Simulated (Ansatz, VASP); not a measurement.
**One calculation of SiC, two programs**

INCAR

```
ALGO = Normal ; EDIFF = 1E-6
ENCUT = 520 ; GGA = PE
ISIF = 2 ; ISMEAR = 0
LASPH = T ; LCHARG = F
LREAL = F ; LWAVE = F
NBANDS = 11 ; NELM = 60
PREC = Accurate ; SIGMA = 0.05
```

KPOINTS

```
k-points
0
Gamma
  12 12 12
```

Contents of POSCAR:

```
SiC
1.0
    0.0000000000      2.1720842057      2.1720842057
    2.1720842057      0.0000000000      2.1720842057
    2.2434733733      2.2434733733     -0.0713891676
Si C
1 1
Direct
    0.0000000000      0.0000000000      0.0000000000
    0.7500000000      0.7500000000      0.7500000000
```

Input for Ansatz:

```yaml
crystal:
  lattice:
    - [0.0, 2.1720842057, 2.1720842057]
    - [2.1720842057, 0.0, 2.1720842057]
    - [2.2434733733, 2.2434733733, -0.0713891676]
  atoms:
    - { symbol: Si, position: [0.0, 0.0, 0.0] }
    - { symbol: C, position: [0.75, 0.75, 0.75] }
basis:
  ecutwfc: 520.0
kpoints:
  mp_grid: { grid: [12, 12, 12] }
hamiltonian:
  xc: pbe
scf:
  occupations: { method: gaussian, width: 0.05 }
output:
  forces: true
  stress: true
  eigenvalues: true
```

Alike in both runs: task single point; functional PBE; k mesh 12 × 12 × 12; occupations gaussian, width 0.05 eV; no spin polarisation.

```csv
,VASP,Ansatz
version,VASP 6.6.1,Ansatz 0.2.0
potentials or method,"VASP PAW PBE potentials, release 64 (Si, C), cutoff 520 eV","scalar-relativistic, plane waves, PAW"
valence electrons in the cell,8,8
```

|  | VASP | Ansatz | Ansatz less VASP |
| --- | --- | --- | --- |
| gap on the k mesh at the Fermi level (eV) | 1.26 | 1.27 | +0.003 |
| least direct gap on the mesh (eV) | 4.23 | 4.23 | +0.004 |
| pressure (GPa) | -4.2 | -4.2 | +0.03 |
| traceless stress, the component that is largest in VASP (GPa) | -7.67 | -7.63 | +0.032 |
| rms of the force components (eV/Å) | 0.145 | 0.145 | +0.0002 |

Atom by atom the forces differ by 0.000 eV/Å (rms over components).
